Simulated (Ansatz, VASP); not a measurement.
## Two plane-wave programs on C

The input INCAR:

```
SYSTEM = C
PREC = Accurate ; ENCUT = 520
EDIFF = 1E-6 ; ISMEAR = 0
SIGMA = 0.1 ; LREAL = .FALSE.
LASPH = .TRUE. ; NELM = 80
ALGO = Normal ; ISIF = 2
LWAVE = .FALSE. ; LCHARG = .FALSE.
GGA = PS ; NBANDS = 11
```

File KPOINTS:

```
regular mesh
0
G
  8 8 8
  0 0 0
```

The input POSCAR:

```
C
1.0
    0.0000000000      2.1861634109      2.1861634109
    2.1861634109      0.0000000000      2.1861634109
    2.1861634109      2.1861634109      0.0000000000
C
2
Direct
    0.5000000000      0.5000000000      0.5000000000
    0.7500000000      0.7500000000      0.7500000000
```

Input for Ansatz:

```yaml
crystal:
  lattice:
    - [0.0, 2.1861634109, 2.1861634109]
    - [2.1861634109, 0.0, 2.1861634109]
    - [2.1861634109, 2.1861634109, 0.0]
  atoms:
    - { symbol: C, position: [0.5, 0.5, 0.5] }
    - { symbol: C, position: [0.75, 0.75, 0.75] }
basis:
  ecutwfc: 420
kpoints:
  mp_grid: { grid: [8, 8, 8] }
hamiltonian:
  xc: pbesol
scf:
  occupations: { method: gaussian, width: 0.1 }
output:
  forces: true
  stress: true
  eigenvalues: true
```

Alike in both runs: task single point; functional PBEsol; k mesh 8 × 8 × 8; occupations gaussian, width 0.1 eV; no spin polarisation.

|  | VASP | Ansatz |
| --- | --- | --- |
| version | VASP 6.6.1 | Ansatz 0.2.0 |
| potentials or method | VASP PAW PBE potentials, release 64 (C), cutoff 520 eV | scalar-relativistic, plane waves, PAW |
| valence electrons in the cell | 8 | 8 |

|  | VASP | Ansatz | Ansatz less VASP |
| --- | --- | --- | --- |
| gap on the k mesh at the Fermi level (eV) | 2.29 | 2.29 | -0.004 |
| least direct gap on the mesh (eV) | 2.36 | 2.34 | -0.012 |
| pressure (GPa) | -80.4 | -80.5 | -0.07 |

VASP's potentials were made for PBE, not for PBEsol. Both programs put the cell under strong tension, so it lies far from rest at this level. The functional is the same, so the differences come from potentials, cutoffs and numerics.

Noted on VASP's run: the cell as given lies far from equilibrium.
